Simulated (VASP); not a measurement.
Write the native input for VASP 6.6.1 that does the following.

| Property | Result |
| --- | --- |
| Task | single point |
| Functional | PBE |
| Potentials or basis | VASP PAW PBE potentials, release 64 (Ta_pv, N) |
| Cutoff | 520 eV |
| k mesh | 15 × 15 × 12 |
| Occupations | tetrahedron |
| Spin | no spin polarisation |
| Dipole correction | no |
| Further INCAR settings | ALGO = Normal; EDIFF = 1e-07; NBANDS = 15 |

The structure of TaN lies in POSCAR:

```
TaN
1.0
    2.9905122097     -0.0129826842      0.0745129484
   -1.5064994392      2.5002489944     -0.1852511027
    0.0731891489     -0.1678534491      2.7367466887
Ta N
1 1
Direct
    0.3405459669      0.6738562655      0.5015730382
   -0.0072126336     -0.0071895988     -0.0015730382
```

The input as run:

INCAR

```
SYSTEM = TaN
PREC     = Accurate       ! precision mode
ENCUT    = 520            ! plane-wave cutoff, eV
EDIFF    = 1E-7           ! SCF threshold, eV
ISMEAR   = -5             ! smearing method
SIGMA    = 0.15           ! smearing width, eV
LREAL    = .False.        ! projectors in reciprocal space
LASPH    = .True.         ! aspherical terms in the spheres
NELM     = 100            ! most SCF steps
ALGO     = Normal         ! electronic algorithm
ISIF     = 2              ! what is computed and relaxed
LWAVE    = .False.        ! write WAVECAR
LCHARG   = .False.        ! write CHGCAR
GGA      = PE             ! functional
NBANDS   = 15             ! bands
```

KPOINTS

```
regular mesh
0
Gamma
  15 15 12
  0 0 0
```

Potentials or basis: VASP PAW PBE potentials, release 64 (Ta_pv, N).

The run is started by

```sh
$ cat potpaw_PBE.64/Ta_pv/POTCAR potpaw_PBE.64/N/POTCAR > POTCAR
$ mpirun -np 1 vasp_std > vasp.out
```

Results of the run:

```
Pressure               : 37.5 GPa
Largest force          : 0.008 eV/Å
Band gap on the k mesh : zero (band 8 reaches 9.33 eV, above the bottom of band 9 at 8.84 eV)
```

Caveat: spin-orbit coupling is left out, which moves the levels of the heavy elements; tetrahedron occupations give inexact forces and stress in metals.

Wall time 2.4 min on 1 thread of Intel(R) Xeon(R) 6975P-C (Granite Rapids), with other jobs on the host, peak memory 0.51 GiB.
